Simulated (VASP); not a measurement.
Here is a VASP 6.6.1 calculation.

Contents of POSCAR:

```
MgI2
1.0
    4.1674180176      0.0000000000      0.0000000000
   -2.0837090088      3.6090898714      0.0000000000
    0.0000000000      0.0000000000      6.9255642418
I Mg
2 1
Direct
    0.6666666667      0.3333333333      0.7500000000
    0.3333333333      0.6666666667      0.2500000000
    0.0000000000      0.0000000000      0.0000000000
```

File INCAR.step1:

```
SYSTEM = MgI2
GGA = MK
LUSE_VDW = .True.
AGGAC = 0.0
PARAM1 = 0.1234
PARAM2 = 1.0
ISMEAR = 0
SIGMA = 0.03
LWAVE = .False.
LCHARG = .False.
NSW = 80
PREC = Accurate
LASPH = .True.
LREAL = .False.
ALGO = Normal
EDIFF = 1E-7
NELM = 120
GGA_COMPAT = .False.
IBRION = 2
ISIF = 3
EDIFFG = -0.002
NELMIN = 4
ENCUT = 650
EFERMI = MIDGAP
POTIM = 0.5
```

Contents of INCAR.step4:

```
SYSTEM = MgI2
GGA = MK
LUSE_VDW = .True.
AGGAC = 0.0
PARAM1 = 0.1234
PARAM2 = 1.0
ISMEAR = 0
SIGMA = 0.03
LWAVE = .False.
LCHARG = .False.
PREC = Accurate
LASPH = .True.
LREAL = .False.
ALGO = Normal
EDIFF = 1E-7
NELM = 120
GGA_COMPAT = .False.
ISIF = 2
ENCUT = 650
EFERMI = MIDGAP
```

File KPOINTS:

```
Automatic mesh
0
Gamma
  8 8 4
  0 0 0
```

Potentials or basis: VASP PAW PBE potentials, release 64 (I, Mg).

Command:

```sh
$ cat potpaw_PBE.64/I/POTCAR potpaw_PBE.64/Mg/POTCAR > POTCAR
$ cp INCAR.step1 INCAR
$ cp POSCAR.step1 POSCAR
$ mpirun -np 1 vasp_std > vasp.out
$ cp CONTCAR POSCAR
$ mpirun -np 1 vasp_std > vasp.out
$ cp CONTCAR POSCAR
$ mpirun -np 1 vasp_std > vasp.out
$ cp CONTCAR POSCAR
$ cp INCAR.step4 INCAR
$ mpirun -np 1 vasp_std > vasp.out
```

**Question.** Predict the relaxed volume.

**Answer.** 34.11 Å³/atom.

**Question.** Estimate the relaxed cell.

**Answer.** a = 4.153 Å, b = 4.153 Å, c = 6.850 Å, α = 90.00°, β = 90.00°, γ = 120.00°.

Final structure:
```cif
data_structure
_symmetry_space_group_name_H-M 'P 1'
_symmetry_Int_Tables_number 1
_cell_length_a 4.1533
_cell_length_b 4.1533
_cell_length_c 6.8495
_cell_angle_alpha 90.000
_cell_angle_beta 90.000
_cell_angle_gamma 120.000
_cell_volume 102.32
loop_
_atom_site_label
_atom_site_type_symbol
_atom_site_fract_x
_atom_site_fract_y
_atom_site_fract_z
_atom_site_occupancy
I1 I 0.66667 0.33333 0.75504 1
I2 I 0.33333 0.66667 0.24496 1
Mg1 Mg 0.00000 0.00000 0.00000 1
```

Caveat: the PAW data sets were made with another functional, which shifts forces and pressure a little; spin-orbit coupling is left out, which moves the levels of the heavy elements.
